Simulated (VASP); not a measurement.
Write the native input for VASP 6.6.1 that does the following.

```yaml
Task: single point
Functional: HSE06
Potentials_or_basis: VASP PAW PBE potentials, release 64 (Zn, Se)
Cutoff: 520 eV
k_mesh: 4 × 4 × 4
Occupations: fermi-dirac, width 0.05 eV
Spin: no spin polarisation
Dipole_correction: no
Grid_for_exact_exchange_PRECFOCK: Normal
Further_INCAR_settings: ALGO = Normal; EDIFF = 1e-07; NBANDS = 16
Share_of_exact_exchange: 0.25
Screening_parameter: 0.2079 1/Å
```

Crystal: ZnSe (zinc blende type).

```
Zn Se
1.0
     0.00000    2.82135    2.82135
     2.82135    0.00000    2.82135
     2.82135    2.82135    0.00000
Zn Se
1 1
Direct
  0.00000 0.00000 0.00000
  0.25000 0.25000 0.25000
```

One way to write it, as run:

POSCAR

```
ZnSe
1.0
    0.0000000000      2.8213465331      2.8213465331
    2.8213465331      0.0000000000      2.8213465331
    2.8213465331      2.8213465331      0.0000000000
Zn Se
1 1
Direct
    0.0000000000      0.0000000000      0.0000000000
    0.2500000000      0.2500000000      0.2500000000
```

INCAR.step1

```
SYSTEM = ZnSe
PREC = Accurate ; ENCUT = 520
EDIFF = 1E-5 ; ISMEAR = -1
SIGMA = 0.05 ; LREAL = .False.
LASPH = .True. ; NELM = 100
ALGO = Normal ; ISIF = 2
LWAVE = .True. ; LCHARG = .False.
GGA = PE ; NBANDS = 16
```

INCAR.step2

```
SYSTEM = ZnSe
PREC = Accurate ; ENCUT = 520
EDIFF = 1E-7 ; ISMEAR = -1
SIGMA = 0.05 ; LREAL = .False.
LASPH = .True. ; NELM = 100
ALGO = Normal ; ISIF = 2
LWAVE = .False. ; LCHARG = .False.
GGA = PE ; LHFCALC = .True.
HFSCREEN = 0.2079 ; PRECFOCK = Normal
ISTART = 1 ; NBANDS = 16
```

KPOINTS

```
regular mesh
0
Gamma
  4 4 4
  0 0 0
```

Potentials or basis: VASP PAW PBE potentials, release 64 (Zn, Se).

Launch:

```bash
$ cat potpaw_PBE.64/Zn/POTCAR potpaw_PBE.64/Se/POTCAR > POTCAR
$ cp INCAR.step1 INCAR
$ mpirun -np 1 vasp_std > vasp.out
$ cp INCAR.step2 INCAR
$ mpirun -np 1 vasp_std > vasp.out
```

It gave:

| Item | Value |
| --- | --- |
| Pressure | 2.4 GPa |
| Band gap on the k mesh | 2.49 eV |

Caveat: the k points lie up to 0.48 Å⁻¹ apart; the PAW data sets were made with another functional, which shifts forces and pressure a little.

It took 13 min on 1 thread of Intel Xeon 8259CL, with other jobs on the host, peak memory 0.28 GiB.
